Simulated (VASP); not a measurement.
# I in VASP: notebook, part 2 of 2

VASP 6.6.1. Earlier steps stand in the parts before.

## Step 5: Single point, PBE

This run uses another cell than the first one, of 65.26 Å³/atom, 1.337 times its volume.

The input, INCAR:

```
PREC     = Accurate       # precision mode
ENCUT    = 520            # plane-wave cutoff, eV
EDIFF    = 1E-6           # SCF threshold, eV
ISMEAR   = 0              # smearing method
SIGMA    = 0.1            # smearing width, eV
LREAL    = False          # projectors in reciprocal space
LASPH    = True           # aspherical terms in the spheres
NELM     = 100            # most SCF steps
ALGO     = Normal         # electronic algorithm
ISIF     = 2              # what is computed and relaxed
LWAVE    = False          # write WAVECAR
LCHARG   = False          # write CHGCAR
GGA      = PE             # functional
NBANDS   = 22             # bands
```

The input, KPOINTS:

```
Automatic mesh
0
Gamma
  12 12 6
```

The input, POSCAR:

```
I
1.0
    5.5517991074      0.0000000000      0.0000000000
   -2.7758995537      4.8079990637      0.0000000000
    0.0000000000      0.0000000000      9.7794311919
I
4
Direct
    0.0000000000      0.0000000000      0.7500000000
    0.0000000000      0.0000000000      0.2500000000
    0.3333333333      0.6666666667      0.7500000000
    0.6666666667      0.3333333333      0.2500000000
```

Potentials or basis: VASP PAW PBE potentials, release 64 (I).

Started as:

```sh
cat potpaw_PBE.64/I/POTCAR > POTCAR
mpirun -np 1 vasp_std > vasp.out
```

OUTCAR:

```text
PREC = Accurate
   ENCUT = 520
   EDIFF = 1E-6
   ISMEAR = 0
   LREAL = False
   LASPH = True
   NELM = 100
   ISIF = 2
   GGA = PE

 ion  position               nearest neighbor table
   1  0.000  0.000  0.750-   3 3.21   3 3.21   3 3.21
   2  0.000  0.000  0.250-   4 3.21   4 3.21   4 3.21
   3  0.333  0.667  0.750-   1 3.21   1 3.21   1 3.21
   4  0.667  0.333  0.250-   2 3.21   2 3.21   2 3.21

  LATTYP: Found a hexagonal cell.
 ALAT       =     5.5517991074
 C/A-ratio  =     1.7614886639

  Lattice vectors:

 A1 = (   5.5517991074,   0.0000000000,   0.0000000000)
 A2 = (  -2.7758995537,   4.8079990637,   0.0000000000)
 A3 = (   0.0000000000,   0.0000000000,   9.7794311919)

Analysis of symmetry for initial positions (statically):
=====================================================================
 Subroutine PRICEL returns:
 Original cell was already a primitive cell.

 Routine SETGRP: Setting up the symmetry group for a
 hexagonal supercell.

 Subroutine GETGRP returns: Found 24 space group operations
 (whereof 12 operations were pure point group operations)
 out of a pool of 24 trial point group operations.

The static configuration has the point symmetry D_3d.
 The point group associated with its full space group is D_6h.

Analysis of symmetry for dynamics (positions and initial velocities):
=====================================================================
 Subroutine PRICEL returns:
 Original cell was already a primitive cell.

 Routine SETGRP: Setting up the symmetry group for a
 hexagonal supercell.

 Subroutine GETGRP returns: Found 24 space group operations
 (whereof 12 operations were pure point group operations)
 out of a pool of 24 trial point group operations.

[... 113 lines left out ...]
   POTIM  = 0.5000    time-step for ionic-motion
   TEBEG  =    0.0;   TEEND  =   0.0 temperature during run
   PSTRESS=    0.0 pullay stress
   NELECT =      28.0000    total number of electrons
   NUPDOWN=      -1.0000    fix difference up-down
   EMIN   =  10.00;   EMAX   =-10.00  energy-range for DOS
   EFERMI =   0.00;   METHOD = LEGACY
   ISMEAR =     0;   SIGMA  =   0.10  broadening in eV -4-tet -1-fermi 0-gaus
   EFERMI_NEDOS =   21; number of points for ismear=-14 and -15
   IALGO  =     38    algorithm
   IMIX   =      4    mixing-type and parameters
     AMIX     =   0.40;   BMIX     =  1.00
     AMIX_MAG =   1.60;   BMIX_MAG =  1.00
  volume/ion in A,a.u.               =      65.26       440.40
  Fermi-wavevector in a.u.,A,eV,Ry     =   0.777840  1.469904  8.232002  0.605035
  Thomas-Fermi vector in A             =   1.880611
   LORBIT       =      0    0 simple, 1 ext, 2 COOP (PROOUT), +10 PAW based schemes
   GGA     = PE    functional components
   LHFCALC =     F    Hartree Fock is set to
   AEXX    =    0.0000 exact exchange contribution
   IVDW    =     0    specifies the selected vdW correction
   LEPSILON=     F    determine dielectric tensor
   LRPA    =     F    only Hartree local field effects (RPA)
 non-spin polarized calculation
 Gauss-broadening in eV      SIGMA  =   0.10
  energy-cutoff  :      520.00
  volume of cell :      261.04
 maximum number of plane-waves:      7063
 NGX is ok and might be reduce to    42

 number of electron      28.0000002 magnetization

 Free energy of the ion-electron system (eV)
  ---------------------------------------------------
  ext. energy  EPLUGINS =         0.00000000
  ---------------------------------------------------
  free energy    TOTEN  =        -4.90248039 eV

  energy without entropy =       -4.88451030  energy(sigma->0) =       -4.89349535

 E-fermi :  -0.4215     XC(G=0):  -6.1029

 val. band max:       -0.4650242675   @ k =   0.0000   0.0000   0.0000
 cond. band min:      -0.4214220527   @ k =   0.0833   0.0000   0.0000
 fundamental gap:      0.0436022148
 Fermi energy:        -0.4215007843

 k-point     1 :       0.0000    0.0000    0.0000
  band No.  band energies     occupation
      1     -13.2129      2.00000
      2     -13.1847      2.00000
      3     -11.1287      2.00000
      4     -11.1141      2.00000
      5      -3.5986      2.00000
      6      -3.5986      2.00000
[... 589 lines left out ...]
     21       6.6378      0.00000
     22       6.7296      0.00000

 [... further k-points ...]
[... 5 lines left out ...]
  --------------------------------------------------------------------------------------
  -------------------------------------------------------------------------------------
  Total       -0.0388453     -0.0388453      0.0023535      0.0000000      0.0000000      0.0000000
  in kB       -0.2384171     -0.2384171      0.0144448      0.0000000      0.0000000      0.0000000
  external PRESSURE =      -0.1541298 kB  Pullay stress =       0.0000000 kB

 VOLUME and BASIS-vectors are now :
 -----------------------------------------------------------------------------
  energy-cutoff  :      520.00
  volume of cell :      261.04
      direct lattice vectors                 reciprocal lattice vectors
     5.551799107  0.000000000  0.000000000     0.180121791  0.103993365  0.000000000
    -2.775899554  4.807999064  0.000000000     0.000000000  0.207986729  0.000000000
     0.000000000  0.000000000  9.779431192     0.000000000  0.000000000  0.102255436

 POSITION                                       TOTAL-FORCE (eV/Angst)
 -----------------------------------------------------------------------------------
      0.00000      0.00000      7.33457         0.000000     -0.000000      0.000000
      0.00000      0.00000      2.44486         0.000000      0.000000     -0.000000
     -0.00000      3.20533      7.33457        -0.000000      0.000000      0.000000
      2.77590      1.60267      2.44486         0.000000      0.000000     -0.000000
 -----------------------------------------------------------------------------------
    total drift:                               -0.000000      0.000000     -0.000000

  FREE ENERGIE OF THE ION-ELECTRON SYSTEM (eV)
  ---------------------------------------------------
  free  energy   TOTEN  =        -4.9024803876 eV

  energy  without entropy=       -4.8845103037  energy(sigma->0) =       -4.89349535
```

stdout:

```text
POSCAR found type information on POSCAR I
 POSCAR found :  1 types and       4 ions
 scaLAPACK will be used
 LDA part: xc-table for (Slater+PW92), standard interpolation
 POSCAR, INCAR and KPOINTS ok, starting setup
 FFT: planning ... GRIDC
 FFT: planning ... GRID_SOFT
 FFT: planning ... GRID
 WAVECAR not read
 entering main loop
```

Wall time 5.5 min (1 thread of Intel Xeon Platinum 8259CL at 2.50GHz (Skylake/Cascade Lake), shared host); peak memory 0.58 GiB.

Results:

```yaml
Free_energy: -4.9025 eV
Pressure: 0.0 GPa
Band_gap_on_the_k_mesh: zero (band 14 reaches -0.47 eV, above the bottom of band 15 at -0.48 eV)
```

Levels at points of the mesh, in eV from the Fermi level:
| k point | band 11 | band 12 | band 13 | band 14 | band 15 | band 16 | band 17 | band 18 |
| --- | --- | --- | --- | --- | --- | --- | --- | --- |
| (0.00, 0.00, 0.00) | -0.25 | -0.07 | -0.07 | -0.05 | -0.05 | -0.04 | 4.42 | 6.21 |
| (0.50, 0.00, 0.00) | -0.97 | -0.82 | -0.08 | -0.08 | 1.05 | 1.07 | 5.74 | 5.84 |
| (0.00, 0.00, 0.50) | -0.15 | -0.15 | -0.06 | -0.06 | -0.06 | -0.06 | 5.37 | 5.37 |
| (0.50, 0.00, 0.50) | -0.95 | -0.95 | -0.08 | -0.08 | 1.06 | 1.06 | 5.97 | 5.97 |

Caveat: spin-orbit coupling is left out, which moves the levels of the heavy elements; this functional lacks dispersion, which binds the layers, so the pressure and a relaxed spacing across them are unreliable.

## Step 6: The runs side by side

| task | cell | k mesh | cutoff (eV) | gap on the mesh (eV) | pressure (GPa) | largest force (eV/Å) |
| --- | --- | --- | --- | --- | --- | --- |
| single point | a = 4.345, b = 4.345, c = 11.944 Å, angles 90.0, 90.0, 120.0°, 4 atoms | 6 × 6 × 2 | 520 | none | 29.4 | 0.37 |
| single point | a = 5.552, b = 5.552, c = 9.779 Å, angles 90.0, 90.0, 120.0°, 4 atoms | 6 × 6 × 2 | 520 | none | 0.0 | - |
| relaxation of cell and atoms | relaxed from a = 4.345, b = 4.345, c = 11.944 Å, angles 90.0, 90.0, 120.0°, 4 atoms | 6 × 6 × 2 | 600 | none | 0.0 | 0.01 |
| single point | a = 5.552, b = 5.552, c = 9.779 Å, angles 90.0, 90.0, 120.0°, 4 atoms | 12 × 12 × 6 | 520 | none | 0.0 | - |

Some of these runs hold the atoms at other places in the same cell, which the table doesn't show; runs alike in all that it shows share one row.

Alike in all rows: level PBE; potentials or basis VASP PAW PBE potentials, release 64 (I); no spin polarisation; smearing gaussian 0.1 eV.

Caveats: spin-orbit coupling is left out, which moves the levels of the heavy elements; this functional lacks dispersion, which binds the layers, so the pressure and a relaxed spacing across them are unreliable (some runs); the volume moved by over 15 % at a fixed basis, so the end points are rough (some runs).

Total energies depend on the potentials used, so only differences within one code and one set of settings carry meaning.
